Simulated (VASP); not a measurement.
Wanted: the native input for a VASP 6.6.1 run.

```yaml
Task: single point
Functional: PBE
Potentials_or_basis: VASP PAW PBE potentials, release 64 (Si, Ni)
Cutoff: 520 eV
k_mesh: 16 × 16 × 16
Occupations: gaussian, width 0.15 eV
Spin: no spin polarisation
Dipole_correction: no
Further_INCAR_settings: ALGO = Normal; EDIFF = 1e-06; NBANDS = 16
```

The structure of Si2Ni lies in POSCAR:

```
Si2Ni
1.0
    0.0000000000      2.6417105182      2.6417105182
    2.6417105182      0.0000000000      2.6417105182
    2.6417105182      2.6417105182      0.0000000000
Si Ni
2 1
Direct
    0.2500000000      0.2500000000      0.2500000000
    0.7500000000      0.7500000000      0.7500000000
    0.0000000000      0.0000000000      0.0000000000
```

This cell differs from its parent crystal: strain -0.030 along x and y, -0.030 along z.

These files were run (other wordings do the same):

INCAR

```
SYSTEM = Si2Ni
PREC = Accurate ; ENCUT = 520
EDIFF = 1E-6 ; ISMEAR = 0
SIGMA = 0.15 ; LREAL = .FALSE.
LASPH = .TRUE. ; NELM = 100
ALGO = Normal ; ISIF = 2
LWAVE = .FALSE. ; LCHARG = .FALSE.
GGA = PE ; NBANDS = 16
```

KPOINTS

```
regular mesh
0
G
  16 16 16
  0 0 0
```

Potentials or basis: VASP PAW PBE potentials, release 64 (Si, Ni).

The run is started by

```console
$ cat potpaw_PBE.64/Si/POTCAR potpaw_PBE.64/Ni/POTCAR > POTCAR
$ mpirun -np 1 vasp_std > vasp.out
```

It gave:

```json
{
  "Pressure": "15.9 GPa",
  "Band gap on the k mesh": "zero (bands 9 and 10 overlap by 2.12 eV)"
}
```

Caveat: the cell differs from its parent crystal (strain -0.030 along x and y, -0.030 along z); the cell stands under pressure.

It used 64 s of CPU time on 1 thread of Intel(R) Xeon(R) Platinum 8488C (Sapphire Rapids), with other jobs on the host.
